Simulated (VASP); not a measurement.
Set up this calculation in VASP 6.6.1, as the native input.

```yaml
Task: relaxation of cell and atoms
Functional: PBE
Potentials_or_basis: VASP PAW PBE potentials, release 64 (Hf_pv, N)
Cutoff: 600 eV
k_mesh: 14 × 14 × 14
Occupations: fermi-dirac, width 0.08 eV
Spin: no spin polarisation
Target_pressure: 55 GPa
Dipole_correction: no
Further_INCAR_settings: ALGO = Normal; EDIFF = 1e-06; IBRION = 2; EDIFFG = -0.005; NSW = 32; ISIF = 3
```

The structure of HfN (CsCl type) lies in POSCAR:

```
HfN
1.0
    2.6738472670      0.0000000000      0.0000000000
    0.0000000000      2.6738472670      0.0000000000
    0.0000000000      0.0000000000      2.6738472670
Hf N
1 1
Direct
    0.0000000000      0.0000000000      0.0000000000
    0.5000000000      0.5000000000      0.5000000000
```

The input as run:

INCAR

```
PREC = Accurate
ENCUT = 600
EDIFF = 1E-6
ISMEAR = -1
SIGMA = 0.08
LREAL = F
LASPH = T
NELM = 60
ALGO = Normal
ISIF = 3
LWAVE = F
LCHARG = F
GGA = PE
IBRION = 2
NSW = 32
EDIFFG = -0.005
PSTRESS = 550.0
```

KPOINTS

```
Automatic mesh
0
Gamma
  14 14 14
```

Potentials or basis: VASP PAW PBE potentials, release 64 (Hf_pv, N).

Command:

```sh
$ cat potpaw_PBE.64/Hf_pv/POTCAR potpaw_PBE.64/N/POTCAR > POTCAR
$ mpirun -np 1 vasp_std > vasp.out
```

It gave:

- Relaxed volume: 9.47 Å³/atom
- Relaxed cell: a = 2.666 Å, b = 2.666 Å, c = 2.666 Å, α = 90.00°, β = 90.00°, γ = 90.00°
- Space group after relaxing (to 0.05 Å): Pm-3m (No. 221)
- Energy change on relaxing (the enthalpy is what falls): +29.3 meV/atom
- Ionic steps: 3
- Pressure after relaxing: 55.0 GPa

Caveat: the cell is relaxed towards a set pressure, so the enthalpy falls and the energy may rise.

It took 20 s on 1 thread of Intel(R) Xeon(R) 6975P-C (Granite Rapids), on a shared host, peak memory 0.17 GiB.
